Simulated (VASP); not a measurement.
A run of VASP 6.6.1 is set up as follows.

INCAR

```
SYSTEM = Al15N15F
  ALGO = Normal
  EDIFF = 1E-7
  EDIFFG = -0.03
  ENCUT = 520
  GGA = PE
  GGA_COMPAT = .False.
  IBRION = 2
  ISIF = 2
  ISMEAR = -1
  LASPH = .True.
  LCHARG = .False.
  LREAL = Auto
  LWAVE = .False.
  NELECT = 126.0
  NELM = 120
  NELMIN = 4
  NSW = 100
  PREC = Accurate
  SIGMA = 0.01
```

The input KPOINTS:

```
Automatic mesh
0
Gamma
  1 1 1
  0.25 0.25 0.25
```

Contents of POSCAR:

```
Al15N15F
1.0
    6.2595139100      0.0000000600      0.0000000000
   -3.1297570100      5.4208980300      0.0000000000
    0.0000000000      0.0000000000     10.0348065900
Al F N
15 1 15
Direct
    0.3333333300      0.1666666700      0.2496176900
    0.3333333300      0.1666666700      0.7496176900
    0.1666666700      0.3333333300      0.9996176900
    0.3333333300      0.6666666700      0.2496176900
    0.1666666700      0.8333333300      0.4996176900
    0.3333333300      0.6666666700      0.7496176900
    0.1666666700      0.8333333300      0.9996176900
    0.8333333300      0.1666666700      0.2496176900
    0.6666666700      0.3333333300      0.4996176900
    0.8333333300      0.1666666700      0.7496176900
    0.6666666700      0.3333333300      0.9996176900
    0.8333333300      0.6666666700      0.2496176900
    0.6666666700      0.8333333300      0.4996176900
    0.8333333300      0.6666666700      0.7496176900
    0.6666666700      0.8333333300      0.9996176900
    0.3333333300      0.1666666700      0.4403823100
    0.1666666700      0.3333333300      0.1903823100
    0.3333333300      0.1666666700      0.9403823100
    0.1666666700      0.3333333300      0.6903823100
    0.3333333300      0.6666666700      0.4403823100
    0.1666666700      0.8333333300      0.1903823100
    0.3333333300      0.6666666700      0.9403823100
    0.1666666700      0.8333333300      0.6903823100
    0.8333333300      0.1666666700      0.4403823100
    0.6666666700      0.3333333300      0.1903823100
    0.8333333300      0.1666666700      0.9403823100
    0.6666666700      0.3333333300      0.6903823100
    0.8333333300      0.6666666700      0.4403823100
    0.6666666700      0.8333333300      0.1903823100
    0.8333333300      0.6666666700      0.9403823100
    0.6666666700      0.8333333300      0.6903823100
```

Potentials or basis: VASP PAW PBE potentials, release 64 (Al, F, N).

Command:

```bash
$ cat potpaw_PBE.64/Al/POTCAR potpaw_PBE.64/F/POTCAR potpaw_PBE.64/N/POTCAR > POTCAR
$ mpirun -np 1 vasp_std > vasp.out
```

Problem. Predict the energy gained by relaxing.

Solution. 43.2 meV/atom.

Final structure:
```
Al F N
1.0
     6.25951    0.00000    0.00000
    -3.12976    5.42090    0.00000
     0.00000    0.00000   10.03481
Al F N
15 1 15
Direct
  0.33191 0.16809 0.23190
  0.32897 0.17103 0.75117
  0.16354 0.33646 0.99819
  0.34030 0.67212 0.24780
  0.16093 0.81360 0.50658
  0.33363 0.66891 0.75000
  0.16556 0.83282 0.99917
  0.82788 0.15970 0.24780
  0.68640 0.33907 0.50658
  0.83109 0.16637 0.75000
  0.66718 0.33444 0.99917
  0.83346 0.66654 0.24761
  0.67627 0.82373 0.51038
  0.83322 0.66678 0.75373
  0.66728 0.83272 0.99772
  0.34133 0.15867 0.43365
  0.16416 0.33584 0.19406
  0.33172 0.16828 0.94276
  0.16242 0.33758 0.70049
  0.37301 0.72217 0.43387
  0.16665 0.83397 0.19069
  0.33303 0.66907 0.94075
  0.16719 0.83875 0.68989
  0.77783 0.12699 0.43387
  0.66603 0.33335 0.19069
  0.83093 0.16697 0.94075
  0.66125 0.33281 0.68989
  0.83845 0.66155 0.43954
  0.66943 0.83057 0.18598
  0.83435 0.66565 0.94064
  0.66794 0.83206 0.69508
```

Caveat: the k points lie up to 0.58 Å⁻¹ apart; the cell carries a net charge on a neutralising background, which shifts energy and pressure.
